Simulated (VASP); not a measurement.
# Si41H16Cl4 in VASP: a series of runs, part 2 of 3

VASP 6.6.1. The steps go on from the part before.

## 3. Single point, PBE

Input file INCAR:

```
SYSTEM = Si41H16Cl4
PREC     = Accurate       ! precision mode
ENCUT    = 520            ! plane-wave cutoff, eV
EDIFF    = 1E-7           ! SCF threshold, eV
ISMEAR   = -1             ! smearing method
SIGMA    = 0.02           ! smearing width, eV
LREAL    = Auto         
LASPH    = .True.         ! aspherical terms in the spheres
NELM     = 60             ! most SCF steps
ALGO     = Normal         ! electronic algorithm
ISIF     = 2              ! what is computed and relaxed
LWAVE    = .False.        ! write WAVECAR
LCHARG   = .False.        ! write CHGCAR
GGA      = PE             ! functional
NBANDS   = 140            ! bands
```

Input file KPOINTS:

```
Automatic mesh
0
Gamma
  1 1 1
  0 0 0
```

Input file POSCAR:

```
Si41H16Cl4
1.0
    7.6791800000      0.0000000000      0.0000000000
    0.0000000000     15.3583590000      0.0000000000
    0.0000000000      0.0000000000     21.2555000000
H Si Cl
16 41 4
Direct
    0.4093926695      0.0000000000      0.0470466468
    0.0906086327      0.0000000000      0.0470466468
    0.9093939718      0.0000000000      0.0470466468
    0.5906099349      0.0000000000      0.0470466468
    0.4093926695      0.2500006674      0.0470466468
    0.0906086327      0.2500006674      0.0470466468
    0.9093939718      0.2500006674      0.0470466468
    0.5906099349      0.2500006674      0.0470466468
    0.4093926695      0.5000013348      0.0470466468
    0.0906086327      0.5000013348      0.0470466468
    0.9093939718      0.5000013348      0.0470466468
    0.5906099349      0.5000013348      0.0470466468
    0.4093926695      0.7500020022      0.0470466468
    0.0906086327      0.7500020022      0.0470466468
    0.9093939718      0.7500020022      0.0470466468
    0.5906099349      0.7500020022      0.0470466468
    0.2500006511      0.0000000000      0.0877655195
    0.7500019533      0.0000000000      0.0877655195
    0.2500006511      0.2500006674      0.0877655195
    0.7500019533      0.2500006674      0.0877655195
    0.2500006511      0.5000013348      0.0877655195
    0.7500019533      0.5000013348      0.0877655195
    0.2500006511      0.7500020022      0.0877655195
    0.7500019533      0.7500020022      0.0877655195
    0.2734536760      0.1275852453      0.1246406812
    0.7582450210      0.1229167778      0.1376961257
    0.2569154519      0.3789988240      0.1420996918
    0.7311327512      0.3781328461      0.1367081461
    0.2593896744      0.6230548459      0.1442450189
    0.7388158632      0.6265578243      0.1505539743
    0.2537250071      0.8780234920      0.1465456000
    0.7543123094      0.8799312479      0.1434546353
    0.0156917796      0.0571805881      0.1587542048
    0.4995976133      0.0953487283      0.1846110418
   -0.0106912457      0.4106363186      0.1829691139
    0.5027750359      0.3847611584      0.1981134295
    0.0067194674      0.6849234349      0.1843099433
    0.5018504580      0.6492425395      0.2073910282
   -0.0008464445      0.8824705817      0.1992049117
    0.5066035697      0.8840788264      0.1990214297
   -0.0052088895     -0.0048442675      0.2659029428
    0.5067337919     -0.0011980447      0.2660723107
   -0.0347302707      0.2233832404      0.2027569335
    0.5067858808      0.2464456001      0.2431935264
   -0.0409028047      0.5417245423      0.2390487168
    0.5356821952      0.5119231814      0.2649714192
   -0.0428691605      0.7761376069      0.2731104890
    0.5381043288      0.7756427624      0.2690315448
    0.2420440724      0.0418794742      0.3373715038
    0.7466291974      0.0313835612      0.3351697208
    0.2362361606      0.0856601933      0.2355437416
    0.7977544477      0.1121669314      0.2439462727
    0.2495188288      0.5675345914      0.2397261885
    0.7842243573      0.5293924956      0.3398179295
    0.2471487841      0.7239770864      0.2691773894
    0.7561354207      0.6496332063      0.2670555856
    0.0078784454      0.2800168950      0.3168121192
   -0.2829078105      0.3623499099      0.3097363035
    0.4267252493      0.2786300281      0.3389852038
    0.1497165062      0.3945017824      0.2904283597
    0.0381811600      0.2938790531      0.4066523959
```

Potentials or basis: VASP PAW PBE potentials, release 64 (H, Si, Cl).

The run is started by

```
> cat potpaw_PBE.64/H/POTCAR potpaw_PBE.64/Si/POTCAR potpaw_PBE.64/Cl/POTCAR > POTCAR
> mpirun -np 1 vasp_gam > vasp.out
```

OUTCAR:

```text
SYSTEM = Si41H16Cl4
   PREC = Accurate
   ENCUT = 520
   EDIFF = 1E-7
   ISMEAR = -1
   LREAL = Auto
   LASPH = .True.
   NELM = 60
   ISIF = 2
   GGA = PE

 ion  position               nearest neighbor table
   1  0.409  0.000  0.047-  17 1.50
   2  0.091  0.000  0.047-  17 1.50
   3  0.909  0.000  0.047-  18 1.50
   4  0.591  0.000  0.047-  18 1.50
   5  0.409  0.250  0.047-  19 1.50
   6  0.091  0.250  0.047-  19 1.50
[... 8 lines left out ...]
  15  0.909  0.750  0.047-  24 1.50
  16  0.591  0.750  0.047-  24 1.50
  17  0.250  0.000  0.088-   1 1.50   2 1.50  25 2.12  31 2.25  33 2.51
[... 6 lines left out ...]
  24  0.750  0.750  0.088-  16 1.50  15 1.50  30 2.32  32 2.32  37 3.02
  25  0.273  0.128  0.125-  19 2.04  17 2.12  34 2.21  33 2.37  51 2.46
  26  0.758  0.123  0.138-  18 2.17  20 2.22  34 2.26  33 2.26  52 2.28  43 2.61
  27  0.257  0.379  0.142-  21 2.19  36 2.23  35 2.28  19 2.29
  28  0.731  0.378  0.137-  22 2.15  36 2.19  20 2.23  35 2.27
  29  0.259  0.623  0.144-  53 2.20  21 2.24  23 2.29  37 2.32  38 2.33  55 3.08
  30  0.739  0.627  0.151-  38 2.21  24 2.32  37 2.36  22 2.36  56 2.51  45 2.85
  31  0.254  0.878  0.147-  40 2.24  17 2.25  39 2.25  23 2.33
  32  0.754  0.880  0.143-  18 2.19  39 2.22  40 2.24  24 2.32
  33  0.016  0.057  0.159-  26 2.26  25 2.37  51 2.39  41 2.47  17 2.51  52 2.61  18 2.69  43 2.75
                            39 2.82
  34  0.500  0.095  0.185-  25 2.21  26 2.26  42 2.28  51 2.30  52 2.63  44 2.63
  35  0.989  0.411  0.183-  28 2.27  27 2.28  45 2.35  60 2.61  43 2.91  22 3.06
  36  0.503  0.385  0.198-  28 2.19  27 2.23  44 2.33  46 2.43
  37  0.007  0.685  0.184-  29 2.32  30 2.36  47 2.38  45 2.51  55 2.65  56 2.66  53 2.85  23 2.95
                            24 3.02  39 3.05
  38  0.502  0.649  0.207-  30 2.21  56 2.33  29 2.33  48 2.36  53 2.41  46 2.45  55 2.62
  39  0.999  0.882  0.199-  32 2.22  41 2.24  31 2.25  47 2.29  33 2.82  37 3.05
  40  0.507  0.884  0.199-  32 2.24  31 2.24  48 2.25  42 2.27
  41  0.995  0.995  0.266-  39 2.24  52 2.40  51 2.41  50 2.47  33 2.47  49 2.54
  42  0.507  0.999  0.266-  40 2.27  34 2.28  50 2.41  51 2.55  49 2.62  52 2.87
  43  0.965  0.223  0.203-  52 2.31  57 2.60  26 2.61  33 2.75  35 2.91  20 2.98  51 3.05
  44  0.507  0.246  0.243-  59 2.18  36 2.33  34 2.63  58 2.79  52 3.04
  45  0.959  0.542  0.239-  53 2.27  35 2.35  56 2.35  37 2.51  54 2.54  30 2.85  60 2.91
  46  0.536  0.512  0.265-  53 2.42  36 2.43  38 2.45  54 2.50  56 2.71  58 2.85
  47  0.957  0.776  0.273-  39 2.29  55 2.37  37 2.38  56 2.48
  48  0.538  0.776  0.269-  40 2.25  38 2.36  55 2.37  56 2.56
  49  0.242  0.042  0.337-  51 2.27  41 2.54  42 2.62
  50  0.747  0.031  0.335-  52 2.34  42 2.41  41 2.47
[... 282 lines left out ...]

 number of electron     208.0000006 magnetization

 Free energy of the ion-electron system (eV)
  ---------------------------------------------------
  ext. energy  EPLUGINS =         0.00000000
  ---------------------------------------------------
  free energy    TOTEN  =      -253.96781674 eV

  energy without entropy =     -253.96222217  energy(sigma->0) =     -253.96501945

 E-fermi :  -0.6295     XC(G=0):  -4.0404

 val. band max:       -0.7159476564   @ k =   0.0000   0.0000   0.0000
 cond. band min:      -0.5431076966   @ k =   0.0000   0.0000   0.0000
 fundamental gap:      0.1728399597
 Fermi energy:        -0.6295368477

 k-point     1 :       0.0000    0.0000    0.0000
  band No.  band energies     occupation
      1     -18.3538      2.00000
      2     -17.5120      2.00000
      3     -17.1030      2.00000
      4     -16.2183      2.00000
      5     -14.2664      2.00000
      6     -13.8987      2.00000
[... 108 lines left out ...]
    115       0.5536      0.00000
    116       0.6541      0.00000
 [bands above 116 left out]

------------------------ aborting loop because EDIFF is reached ----------------------------------------

  FORCE on cell =-STRESS in cart. coord.  units (eV):
  Direction    XX          YY          ZZ          XY          YZ          ZX
  --------------------------------------------------------------------------------------
  -------------------------------------------------------------------------------------
  Total      108.0153397     54.7304308     54.8624763      5.9945981     -8.6710067     -1.3779509
  in kB       69.0343167     34.9790863     35.0634787      3.8312427     -5.5417779     -0.8806703
  external PRESSURE =      46.3589605 kB  Pullay stress =       0.0000000 kB

 VOLUME and BASIS-vectors are now :
 -----------------------------------------------------------------------------
  energy-cutoff  :      520.00
  volume of cell :     2506.87
      direct lattice vectors                 reciprocal lattice vectors
     7.679180000  0.000000000  0.000000000     0.130222237  0.000000000  0.000000000
     0.000000000 15.358359000  0.000000000     0.000000000  0.065111123  0.000000000
     0.000000000  0.000000000 21.255500000     0.000000000  0.000000000  0.047046647

 POSITION                                       TOTAL-FORCE (eV/Angst)
 -----------------------------------------------------------------------------------
      3.14380      0.00000      1.00000        -0.006223     -0.193824     -0.468195
      0.69580      0.00000      1.00000         0.645265     -0.187621     -0.452341
      6.98340      0.00000      1.00000        -0.674322     -0.045486     -0.347080
      4.53540      0.00000      1.00000         0.120790     -0.033615     -0.321680
      3.14380      3.83960      1.00000        -0.501261      0.098662     -0.223268
      0.69580      3.83960      1.00000         0.703735     -0.068549     -0.103209
[... 53 lines left out ...]
      1.14970      6.05890      6.17320        -0.008123      0.582701      0.119211
      0.29320      4.51350      8.64360         0.005182     -0.115512      3.229032
 -----------------------------------------------------------------------------------
    total drift:                                0.004687      0.005911     -0.007314

  FREE ENERGIE OF THE ION-ELECTRON SYSTEM (eV)
  ---------------------------------------------------
  free  energy   TOTEN  =      -253.9678167370 eV

  energy  without entropy=     -253.9622221688  energy(sigma->0) =     -253.96501945
```

OSZICAR:

```text
N       E                     dE             d eps       ncg     rms          rms(c)
DAV:   1     0.143729585562E+04    0.14373E+04   -0.80440E+04   280   0.117E+03
DAV:   2    -0.870225460695E+02   -0.15243E+04   -0.14527E+04   364   0.227E+02
DAV:   3    -0.259582872702E+03   -0.17256E+03   -0.16599E+03   368   0.732E+01
[... 29 lines left out ...]
DAV:  33    -0.253967815546E+03   -0.33239E-06    0.37463E-08   192   0.204E-04    0.102E-03
DAV:  34    -0.253967816214E+03   -0.66780E-06    0.30047E-08   208   0.259E-04    0.350E-04
DAV:  35    -0.253967816561E+03   -0.34678E-06    0.33049E-08   208   0.218E-04    0.477E-04
DAV:  36    -0.253967816663E+03   -0.10223E-06    0.45572E-08   192   0.124E-04    0.216E-04
DAV:  37    -0.253967816737E+03   -0.74175E-07    0.46345E-08   192   0.821E-05
   1 F= -.25396782E+03 E0= -.25396502E+03  d E =-.559457E-02
```

stdout:

```text
POSCAR found type information on POSCAR H SiCl
 POSCAR found :  3 types and      61 ions
 scaLAPACK will be used
 LDA part: xc-table for (Slater+PW92), standard interpolation
 POSCAR, INCAR and KPOINTS ok, starting setup
 FFT: planning ... GRIDC
 FFT: planning ... GRID_SOFT
 FFT: planning ... GRID
 WAVECAR not read
 entering main loop
```

It took 15 min on 1 thread of Intel Xeon 6975P-C (Granite Rapids), shared host; peak memory 1.9 GiB.

What came out:

| Item | Value |
| --- | --- |
| Free energy | -253.9678 eV |
| Largest force | 4.356 eV/Å |

Forces in eV/Å, atoms in the order of the input:
```
H   -0.006 -0.194 -0.468
H    0.645 -0.188 -0.452
H   -0.674 -0.045 -0.347
H    0.121 -0.034 -0.322
H   -0.501  0.099 -0.223
H    0.704 -0.069 -0.103
H   -0.733 -0.042 -0.079
H    0.587 -0.146 -0.143
H   -0.808  0.249 -0.099
H    0.915  0.079 -0.127
H   -0.811  0.132  0.136
H    0.789  0.318 -0.046
H   -0.438  0.177 -0.203
H    0.747 -0.162  0.114
H   -0.763 -0.066  0.008
H    0.420  0.089 -0.228
Si  -0.473 -1.888 -2.628
Si   0.234 -0.551 -2.545
Si  -0.532  3.638 -2.336
Si   0.264  0.259 -1.623
Si  -0.062  0.546 -2.505
Si  -0.081  2.049 -1.706
Si   0.343  0.308 -0.870
Si  -0.097 -0.266 -0.809
Si  -0.179 -1.252  2.942
Si  -0.456  0.719  0.386
Si  -0.810 -0.861  0.435
Si   0.676 -1.503  0.779
Si   0.197  1.101 -1.532
Si   0.336  0.024 -1.257
Si   0.098 -0.902 -0.061
Si  -0.128 -1.260 -0.001
Si  -0.132 -0.351  0.521
Si   1.210  1.285  0.346
Si   0.126 -0.686  1.034
Si  -0.526  0.556  1.368
Si  -0.138 -0.259  0.379
Si  -0.146 -0.194 -0.454
Si   0.198 -0.365  0.233
Si  -0.046 -0.029  0.358
Si   0.199 -0.048  1.270
Si  -0.598  0.145  0.912
Si   1.067  0.224  0.813
Si   0.161 -0.807  1.050
Si  -0.092 -0.300 -0.095
Si  -0.677  0.488  0.122
Si   0.721 -1.349  0.676
Si  -0.978 -1.366  0.942
Si   0.071 -0.348 -0.741
Si   0.303  0.428 -0.472
Si  -0.756  1.777  1.471
Si  -0.356  0.587  1.170
Si   0.829  0.083  3.265
Si  -0.307  0.506 -0.929
Si  -0.157 -0.579  0.473
Si   0.218  1.628  1.558
Si  -1.009  0.196 -2.696
Cl   2.490 -0.492  0.223
Cl  -1.196 -1.559 -0.227
Cl  -0.008  0.583  0.119
Cl   0.005 -0.116  3.229
```

Caveat: the k points lie up to 0.82 Å⁻¹ apart, too coarse for converged energies, forces and pressures; there is no dipole correction, which matters where the two faces differ.

(Continued in part 3 of 3.)
